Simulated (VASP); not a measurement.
A run of VASP 6.6.1:

File INCAR:

```
SYSTEM = Rb
PREC = Accurate
ENCUT = 520
EDIFF = 1E-6
ISMEAR = -1
SIGMA = 0.08
LREAL = .False.
LASPH = .True.
NELM = 100
ALGO = Normal
ISIF = 2
LWAVE = .False.
LCHARG = .False.
GGA = PE
NBANDS = 10
```

KPOINTS

```
Automatic mesh
0
Gamma
  11 11 11
  0 0 0
```

Contents of POSCAR:

```
Rb
1.0
    0.0000000000      3.1760649082      3.1760649082
    3.1760649082      0.0000000000      3.1760649082
    3.1760649082      3.1760649082      0.0000000000
Rb
1
Direct
    0.0000000000      0.0000000000      0.0000000000
```

Potentials or basis: VASP PAW PBE potentials, release 64 (Rb_sv).

The run is started by

```sh
$ cat potpaw_PBE.64/Rb_sv/POTCAR > POTCAR
$ mpirun -np 1 vasp_std > vasp.out
```

Hardware: 1 thread of Intel Xeon 8259CL (shared host).

Problem. How long does it take, and how much memory?

Solution. It took 37 s on 1 thread of Intel Xeon 8259CL (shared host), peak memory 0.21 GiB. Counts: scf iterations 11, k points 56.
